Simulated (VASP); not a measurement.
# SiO2 (Fddd) in VASP: notebook

Runs on SiO2. Level: LDA. Tasks: relaxation of cell and atoms, single point.

All numbers are computed with VASP 6.6.1; they aren't measurements. Logs are shortened: lines on timing, memory, paths and dates and some standing lists are left out, and cuts for length are marked.

## (1) The cell of the first run

It takes space group Fddd (No. 70, orthorhombic). Conventional cell: a = 4.516 Å, b = 9.029 Å, c = 14.273 Å, α = 90.00°, β = 90.00°, γ = 90.00°. Si (site symmetry 2) has 4 O at 1.55 to 1.58 Å within 2.1 Å. O (site symmetry -1) has 2 Si at 1.55 Å within 2.1 Å. O (site symmetry 2) has 2 Si at 1.58 Å within 2.1 Å.

## (2) Relaxation of cell and atoms, LDA, target pressure 15 GPa, at which the enthalpy is minimised

INCAR reads:

```
SYSTEM = SiO2
PREC = Accurate
ENCUT = 600
EDIFF = 1E-6
ISMEAR = 0
SIGMA = 0.02
LREAL = .False.
LASPH = .True.
NELM = 100
ALGO = Normal
ISIF = 3
LWAVE = .False.
LCHARG = .False.
IBRION = 2
NSW = 70
EDIFFG = -0.008
PSTRESS = 150.0
```

KPOINTS reads:

```
regular mesh
0
Gamma
  6 6 6
  0 0 0
```

POSCAR reads:

```
SiO2
1.0
    0.0000000000      4.5146641410      7.1365231182
    2.2581035966      0.0000000000      7.1365231182
    2.2581035966      4.5146641410      0.0000000000
Si O
4 8
Direct
    0.5620705313      0.5620705313      0.9379294687
    0.3120705313      0.3120705313      0.6879294687
    0.6879294687      0.6879294687      0.3120705313
    0.9379294687      0.9379294687      0.5620705313
    0.6250000000      0.1250000000      0.6250000000
    0.6250000000      0.6250000000      0.1250000000
    0.6250000000      0.6250000000      0.6250000000
    0.1250000000      0.6250000000      0.6250000000
    0.1779148424      0.8220851576      0.1779148424
    0.8220851576      0.1779148424      0.8220851576
    0.4279148424      0.0720851576      0.4279148424
    0.0720851576      0.4279148424      0.0720851576
```

Potentials or basis: VASP PAW LDA potentials, release 64 (Si, O).

Launch:

```
cat potpaw_LDA.64/Si/POTCAR potpaw_LDA.64/O/POTCAR > POTCAR
mpirun -np 1 vasp_std > vasp.out
```

OUTCAR:

```text
SYSTEM = SiO2
   PREC = Accurate
   ENCUT = 600
   EDIFF = 1E-6
   ISMEAR = 0
   LREAL = .False.
   LASPH = .True.
   NELM = 100
   ISIF = 3
   IBRION = 2
   NSW = 70
   EDIFFG = -0.008
   PSTRESS = 150.0

 ion  position               nearest neighbor table
   1  0.562  0.562  0.938-   6 1.55   7 1.55   9 1.58  10 1.58   4 2.87   4 2.87   3 3.10   3 3.10

   2  0.312  0.312  0.688-   5 1.55   8 1.55  11 1.58  12 1.58   3 2.87   3 2.87   4 3.10   4 3.10

   3  0.688  0.688  0.312-   6 1.55   7 1.55  11 1.58  12 1.58   2 2.87   2 2.87   1 3.10   1 3.10

   4  0.938  0.938  0.562-   5 1.55   8 1.55   9 1.58  10 1.58   1 2.87   1 2.87   2 3.10   2 3.10

   5  0.625  0.125  0.625-   2 1.55   4 1.55
   6  0.625  0.625  0.125-   1 1.55   3 1.55
   7  0.625  0.625  0.625-   1 1.55   3 1.55
   8  0.125  0.625  0.625-   2 1.55   4 1.55
   9  0.178  0.822  0.178-   1 1.58   4 1.58
  10  0.822  0.178  0.822-   1 1.58   4 1.58
  11  0.428  0.072  0.428-   2 1.58   3 1.58
  12  0.072  0.428  0.072-   2 1.58   3 1.58

  LATTYP: Found a face centered orthorhombic cell.
 ALAT       =     4.5162071932
 B/A-ratio  =     1.9993166601
 C/A-ratio  =     3.1604055407

  Lattice vectors:

 A1 = (   0.0000000000,   4.5146641410,   7.1365231182)
 A2 = (   2.2581035966,   0.0000000000,   7.1365231182)
 A3 = (   2.2581035966,   4.5146641410,   0.0000000000)

Analysis of symmetry for initial positions (statically):
=====================================================================
 Subroutine PRICEL returns:
 Original cell was already a primitive cell.

 Routine SETGRP: Setting up the symmetry group for a
 face centered orthorhombic supercell.

 Subroutine GETGRP returns: Found  8 space group operations
 (whereof  4 operations were pure point group operations)
 out of a pool of  8 trial point group operations.

The static configuration has the point symmetry D_2 .
 The point group associated with its full space group is D_2h.

Analysis of symmetry for dynamics (positions and initial velocities):
=====================================================================
 Subroutine PRICEL returns:
 Original cell was already a primitive cell.

 Routine SETGRP: Setting up the symmetry group for a
 face centered orthorhombic supercell.

 Subroutine GETGRP returns: Found  8 space group operations
 (whereof  4 operations were pure point group operations)
 out of a pool of  8 trial point group operations.

The dynamic configuration has the point symmetry D_2 .
 The point group associated with its full space group is D_2h.

 Subroutine INISYM returns: Found  8 space group operations
 (whereof  4 operations are pure point group operations),
 and found     1 'primitive' translations

----------------------------------------------------------------------------------------

                                     Primitive cell

  volume of cell :     145.5077

  direct lattice vectors                    reciprocal lattice vectors
     0.000000000  4.514664141  7.136523118    -0.221424739  0.110750210  0.070062129
     2.258103597  0.000000000  7.136523118     0.221424739 -0.110750210  0.070062129
     2.258103597  4.514664141  0.000000000     0.221424739  0.110750210 -0.070062129

  length of vectors
     8.444652422  7.485251771  5.047893042     0.257299875  0.257299875  0.257299875

  position of ions in fractional coordinates (direct lattice)
     0.562070531  0.562070531  0.937929469
     0.312070531  0.312070531  0.687929469
     0.687929469  0.687929469  0.312070531
     0.937929469  0.937929469  0.562070531
     0.625000000  0.125000000  0.625000000
     0.625000000  0.625000000  0.125000000
     0.625000000  0.625000000  0.625000000
     0.125000000  0.625000000  0.625000000
     0.177914842  0.822085158  0.177914842
     0.822085158  0.177914842  0.822085158
     0.427914842  0.072085158  0.427914842
     0.072085158  0.427914842  0.072085158

  ion indices of the primitive-cell ions
   primitive index   ion index
                 1           1
                 2           2
                 3           3
                 4           4
                 5           5
                 6           6
                 7           7
                 8           8
                 9           9
                10          10
                11          11
                12          12

----------------------------------------------------------------------------------------

 KPOINTS: regular mesh

Automatic generation of k-mesh.
 Grid dimensions read from file:
 generate k-points for:    6    6    6

 Generating k-lattice:

  Cartesian coordinates                     Fractional coordinates (reciprocal lattice)
    -0.036904123  0.018458368  0.011677021     0.166666667 -0.000000000 -0.000000000
     0.036904123 -0.018458368  0.011677021     0.000000000  0.166666667  0.000000000
     0.036904123  0.018458368 -0.011677021     0.000000000  0.000000000  0.166666667

  Length of vectors
     0.042883313  0.042883313  0.042883313

  Shift w.r.t. Gamma in fractional coordinates (k-lattice)
     0.000000000  0.000000000  0.000000000

 Subroutine IBZKPT returns following result:
 ===========================================

 Found     46 irreducible k-points:

 Following reciprocal coordinates:
            Coordinates               Weight
  0.000000  0.000000  0.000000      1.000000
  0.166667  0.000000  0.000000      8.000000
  0.333333  0.000000 -0.000000      8.000000
  0.500000  0.000000  0.000000      4.000000
  0.166667  0.166667  0.000000      2.000000
  0.333333  0.166667 -0.000000      8.000000
[... 16 lines left out ...]
 -0.166667  0.166667  0.166667      8.000000
  0.500000  0.333333  0.166667      4.000000
 [... further k-points ...]
   k-points           NKPTS =     46   k-points in BZ     NKDIM =     46   number of bands    NBANDS=     39
   number of dos      NEDOS =    301   number of ions     NIONS =     12
   total plane-waves  NPLWV = 168000
   dimension x,y,z NGX =    70 NGY =   60 NGZ =   40
   dimension x,y,z NGXF=   140 NGYF=  120 NGZF=   80
   ions per type =               4   8
   NGX,Y,Z   is equivalent  to a cutoff of  13.78, 13.33, 13.17 a.u.
   NGXF,Y,Z  is equivalent  to a cutoff of  27.56, 26.65, 26.35 a.u.
 SYSTEM =  SiO2
   PREC   = accura    normal or accurate (medium, high low for compatibility)
   ISTART =      0    job   : 0-new  1-cont  2-samecut
   ICHARG =      2    charge: 1-file 2-atom 10-const
   ISPIN  =      1    spin polarized calculation?
   LNONCOLLINEAR =      F non collinear calculations
   LSORBIT =      F    spin-orbit coupling
   LASPH  =      T    aspherical Exc in radial PAW
   ENCUT  =  600.0 eV  44.10 Ry    6.64 a.u.  16.87 14.95 10.08*2*pi/ulx,y,z
   NELM   =    100;   NELMIN=  2; NELMDL= -5     # of ELM steps
   EDIFF  = 0.1E-05   stopping-criterion for ELM
   LREAL  =      F    real-space projection
   EDIFFG = -.8E-02   stopping-criterion for IOM
   NSW    =     70    number of steps for IOM
   IBRION =      2    ionic relax: 0-MD 1-quasi-New 2-CG
   NFREE  =      1    steps in history (QN), initial steepest desc. (CG)
   ISIF   =      3    stress and relaxation
   ISYM   =      2    0-nonsym 1-usesym 2-fastsym
   POTIM  = 0.5000    time-step for ionic-motion
   TEBEG  =    0.0;   TEEND  =   0.0 temperature during run
   PSTRESS=  150.0 pullay stress
   NELECT =      64.0000    total number of electrons
   NUPDOWN=      -1.0000    fix difference up-down
   EMIN   =  10.00;   EMAX   =-10.00  energy-range for DOS
   EFERMI =   0.00;   METHOD = LEGACY
   ISMEAR =     0;   SIGMA  =   0.02  broadening in eV -4-tet -1-fermi 0-gaus
   EFERMI_NEDOS =   21; number of points for ismear=-14 and -15
   IALGO  =     38    algorithm
   IMIX   =      4    mixing-type and parameters
     AMIX     =   0.40;   BMIX     =  1.00
     AMIX_MAG =   1.60;   BMIX_MAG =  1.00
  volume/ion in A,a.u.               =      12.13        81.83
  Fermi-wavevector in a.u.,A,eV,Ry     =   1.245010  2.352728 21.089708  1.550050
  Thomas-Fermi vector in A             =   2.379251
   LORBIT       =      0    0 simple, 1 ext, 2 COOP (PROOUT), +10 PAW based schemes
   GGA     = CA    functional components
   LHFCALC =     F    Hartree Fock is set to
   AEXX    =    0.0000 exact exchange contribution
   IVDW    =     0    specifies the selected vdW correction
   LEPSILON=     F    determine dielectric tensor
   LRPA    =     F    only Hartree local field effects (RPA)
 conjugate gradient relaxation of ions
 non-spin polarized calculation
 Gauss-broadening in eV      SIGMA  =   0.02
  energy-cutoff  :      600.00
  volume of cell :      145.51
 maximum number of plane-waves:      4873
 NGX is ok and might be reduce to    70
   NGX = 33   NGY = 29   NGZ = 21

--------------------------------------- Ionic step        1  -------------------------------------------

 number of electron      64.0000004 magnetization

 Free energy of the ion-electron system (eV)
  ---------------------------------------------------
  ext. energy  EPLUGINS =         0.00000000
  ---------------------------------------------------
  free energy    TOTEN  =      -102.83549588 eV

  energy without entropy =     -102.83549588  energy(sigma->0) =     -102.83549588

------------------------ aborting loop because EDIFF is reached ----------------------------------------

  FORCE on cell =-STRESS in cart. coord.  units (eV):
  Direction    XX          YY          ZZ          XY          YZ          ZX
  --------------------------------------------------------------------------------------
  -------------------------------------------------------------------------------------
  Total       17.7573062     17.9992094     18.0180159      0.0000000      0.0000000      0.0000000
  in kB      195.5247248    198.1883080    198.3953846      0.0000000      0.0000000      0.0000000
  external PRESSURE =      47.3694725 kB  Pullay stress =     150.0000000 kB
[... 127 lines left out ...]
  energy  without entropy=     -103.1521470246  energy(sigma->0) =     -103.15214702

  enthalpy is  TOTEN    =       -89.2745178001 eV   P V=       13.8776292245

[... ionic steps 4 to 16 ...]

--------------------------------------- Ionic step       17  -------------------------------------------

 number of electron      63.9999995 magnetization

------------------------ aborting loop because EDIFF is reached ----------------------------------------
[... 91 lines left out ...]
--------------------------------------- Ionic step       19  -------------------------------------------

 number of electron      63.9999995 magnetization

 Free energy of the ion-electron system (eV)
  ---------------------------------------------------
  ext. energy  EPLUGINS =         0.00000000
  ---------------------------------------------------
  free energy    TOTEN  =      -102.94629713 eV

  energy without entropy =     -102.94629713  energy(sigma->0) =     -102.94629713

 E-fermi :   1.3181     XC(G=0):  -9.8874

 val. band max:        1.1853033979   @ k =   0.0000   0.0000   0.0000
 cond. band min:       6.9303811583   @ k =   0.0000   0.0000   0.0000
 fundamental gap:      5.7450777604
 Fermi energy:         1.3181330451

 k-point     1 :       0.0000    0.0000    0.0000
  band No.  band energies     occupation
      1     -18.4887      2.00000
      2     -17.4284      2.00000
      3     -17.4255      2.00000
      4     -16.1375      2.00000
      5     -16.0539      2.00000
      6     -16.0184      2.00000
[... 997 lines left out ...]
     38      10.5277      0.00000
     39      11.1184      0.00000

 [... further k-points ...]

------------------------ aborting loop because EDIFF is reached ----------------------------------------

  FORCE on cell =-STRESS in cart. coord.  units (eV):
  Direction    XX          YY          ZZ          XY          YZ          ZX
  --------------------------------------------------------------------------------------
  -------------------------------------------------------------------------------------
  Total       13.6426951     13.6163087     13.6318337      0.0000000      0.0000000      0.0000000
  in kB      150.0797816    149.7895112    149.9602980      0.0000000      0.0000000      0.0000000
  external PRESSURE =      -0.0568031 kB  Pullay stress =     150.0000000 kB
[... 31 lines left out ...]
  energy  without entropy=     -102.9462971291  energy(sigma->0) =     -102.94629713

  enthalpy is  TOTEN    =       -89.3108543915 eV   P V=       13.6354427375

 reached required accuracy - stopping structural energy minimisation
```

It took 76 min on 1 thread of Oxide Virtual Turin-like, shared host; peak memory 0.45 GiB.

Results:

- Free energy: -102.9463 eV
- Relaxed volume: 12.14 Å³/atom
- Relaxed cell: a = 8.509 Å, b = 7.572 Å, c = 5.016 Å, α = 82.37°, β = 61.88°, γ = 35.75°
- Space group after relaxing (to 0.1 Å): Fddd (No. 70)
- Energy change on relaxing (the run minimises the enthalpy): -9.2 meV/atom
- Ionic steps: 19
- Pressure after relaxing: 15.0 GPa
- Band gap on the k mesh: 5.75 eV

Forces on the atoms (eV/Å):
```
Si   0.000  0.000 -0.001
Si   0.000  0.000 -0.001
Si   0.000  0.000  0.001
Si   0.000  0.000  0.001
O    0.000  0.000  0.000
O    0.000  0.000  0.000
O    0.000  0.000  0.000
O    0.000  0.000  0.000
O    0.000  0.002  0.000
O    0.000 -0.002  0.000
O    0.000  0.002  0.000
O    0.000 -0.002  0.000
```

The path:
| step | energy change (eV) | largest force (eV/Å) | pressure (GPa) | volume (Å³) |
| --- | --- | --- | --- | --- |
| 1 | 0.0000 | 0.8010 | 19.74 | 145.51 |
| 2 | -0.5896 | 0.6093 | 4.97 | 153.19 |
| 3 | -0.3167 | 0.2667 | 14.00 | 148.23 |
| 4 | -0.2586 | 0.1913 | 14.25 | 147.41 |
| 5 | -0.1556 | 0.2821 | 14.62 | 146.20 |
| 6 | -0.0555 | 0.4292 | 15.61 | 145.16 |
| 7 | -0.1166 | 0.0279 | 15.02 | 145.74 |
| 8 | -0.1157 | 0.0345 | 15.05 | 145.73 |
| 9 | -0.1152 | 0.0276 | 15.06 | 145.72 |
| 10 | -0.1121 | 0.0055 | 15.08 | 145.66 |
| 11 | -0.1102 | 0.0079 | 15.09 | 145.64 |
| 12 | -0.1262 | 0.0290 | 14.75 | 145.81 |
| 13 | -0.1220 | 0.0225 | 14.83 | 145.77 |
| 14 | -0.1205 | 0.0160 | 14.86 | 145.75 |
| 15 | -0.1160 | 0.0100 | 14.92 | 145.70 |
| 16 | -0.1061 | 0.0467 | 15.04 | 145.59 |
| 17 | -0.1128 | 0.0195 | 14.96 | 145.66 |
| 18 | -0.1082 | 0.0240 | 15.06 | 145.61 |
| 19 | -0.1108 | 0.0024 | 14.99 | 145.64 |

Final structure:
```yaml
crystal:
  lattice:
    - [0.00000, 4.48487, 7.23143]
    - [2.24535, 0.00000, 7.23143]
    - [2.24535, 4.48487, 0.00000]
  atoms:
    - { symbol: Si, position: [0.56120, 0.56120, 0.93880] }
    - { symbol: Si, position: [0.31120, 0.31120, 0.68880] }
    - { symbol: Si, position: [0.68880, 0.68880, 0.31120] }
    - { symbol: Si, position: [0.93880, 0.93880, 0.56120] }
    - { symbol: O, position: [0.62500, 0.12500, 0.62500] }
    - { symbol: O, position: [0.62500, 0.62500, 0.12500] }
    - { symbol: O, position: [0.62500, 0.62500, 0.62500] }
    - { symbol: O, position: [0.12500, 0.62500, 0.62500] }
    - { symbol: O, position: [0.17147, 0.82853, 0.17147] }
    - { symbol: O, position: [0.82853, 0.17147, 0.82853] }
    - { symbol: O, position: [0.42147, 0.07853, 0.42147] }
    - { symbol: O, position: [0.07853, 0.42147, 0.07853] }
```

Levels at points of the mesh, in eV from the valence-band top:
```csv
k point,band 28,band 29,band 30,band 31,band 32,band 33,band 34,band 35,band 36,band 37
"(0.00, 0.00, 0.00)",-1.16,-0.63,-0.49,-0.15,0.00,5.75,8.11,8.54,8.56,8.89
"(0.50, 0.00, 0.00)",-0.90,-0.76,-0.67,-0.41,-0.26,8.27,8.89,9.55,9.87,9.96
"(0.50, 0.50, 0.00)",-0.99,-0.85,-0.85,-0.12,-0.12,6.94,6.94,8.78,8.78,9.52
"(0.50, 0.00, 0.50)",-1.48,-1.20,-1.20,-0.48,-0.48,7.77,7.77,9.33,9.33,9.88
"(0.00, 0.50, 0.50)",-1.51,-1.13,-1.13,-0.32,-0.32,8.31,8.31,8.80,8.80,9.88
```

Caveat: the cell is relaxed towards a set pressure, so the run minimises the enthalpy, not the energy. A k mesh can miss the band edges.

## (3) Single point, LDA (13.09 Å³/atom)

This run uses another cell than the first one, of 13.09 Å³/atom.

INCAR reads:

```
PREC = Accurate ; ENCUT = 520
EDIFF = 1E-6 ; ISMEAR = 0
SIGMA = 0.02 ; LREAL = F
LASPH = T ; NELM = 100
ALGO = Normal ; ISIF = 2
LWAVE = F ; LCHARG = T
GGA = CA ; LELF = T
LVHAR = T ; NBANDS = 44
```

KPOINTS reads:

```
regular mesh
0
Gamma
  6 6 6
```

POSCAR reads:

```
SiO2
1.0
    0.0000000000      4.6420310145      7.2913213328
    2.3205715306      0.0000000000      7.2913213328
    2.3205715306      4.6420310145      0.0000000000
Si O
4 8
Direct
    0.5626005728      0.5626005728      0.9373994272
    0.3126005728      0.3126005728      0.6873994272
    0.6873994272      0.6873994272      0.3126005728
    0.9373994272      0.9373994272      0.5626005728
    0.6250000000      0.1250000000      0.6250000000
    0.6250000000      0.6250000000      0.1250000000
    0.6250000000      0.6250000000      0.6250000000
    0.1250000000      0.6250000000      0.6250000000
    0.1817836554      0.8182163446      0.1817836554
    0.8182163446      0.1817836554      0.8182163446
    0.4317836554      0.0682163446      0.4317836554
    0.0682163446      0.4317836554      0.0682163446
```

Potentials or basis: VASP PAW LDA potentials, release 64 (Si, O).

Launch:

```
cat potpaw_LDA.64/Si/POTCAR potpaw_LDA.64/O/POTCAR > POTCAR
mpirun -np 1 vasp_std > vasp.out
```

It took 11 min on 1 thread of Oxide Virtual Turin-like, shared host; peak memory 0.4 GiB.

It converged, with:

```yaml
Free_energy: -103.6126 eV
Pressure: 4.6 GPa
Largest_force: 0.040 eV/Å
Band_gap_on_the_k_mesh: 5.71 eV
```

Forces in eV/Å, atoms in the order of the input:
```
Si   0.000  0.000  0.039
Si   0.000  0.000  0.039
Si   0.000  0.000 -0.039
Si   0.000  0.000 -0.039
O    0.000  0.000  0.000
O    0.000  0.000  0.000
O    0.000  0.000  0.000
O    0.000  0.000  0.000
O    0.000 -0.040  0.000
O    0.000  0.040  0.000
O    0.000 -0.040  0.000
O    0.000  0.040  0.000
```

Stress tensor (GPa, compression positive):
```
4.66 0.00 0.00
0.00 4.40 0.00
0.00 0.00 4.62
```

Levels at points of the mesh, in eV from the valence-band top:
```tsv
k point	band 30	band 31	band 32	band 33	band 34	band 35
(0.00, 0.00, 0.00)	-0.46	-0.03	0.00	5.71	8.16	8.29
(0.50, 0.00, 0.00)	-0.57	-0.31	-0.25	8.19	8.74	9.24
(0.50, 0.50, 0.00)	-0.67	-0.14	-0.14	6.88	6.88	8.67
(0.50, 0.00, 0.50)	-0.95	-0.31	-0.31	7.87	7.87	9.33
(0.00, 0.50, 0.50)	-0.94	-0.15	-0.15	8.25	8.25	8.98
```

Caveat: the cell stands under pressure. A k mesh can miss the band edges.

(Part 1 of 2 ends here.)
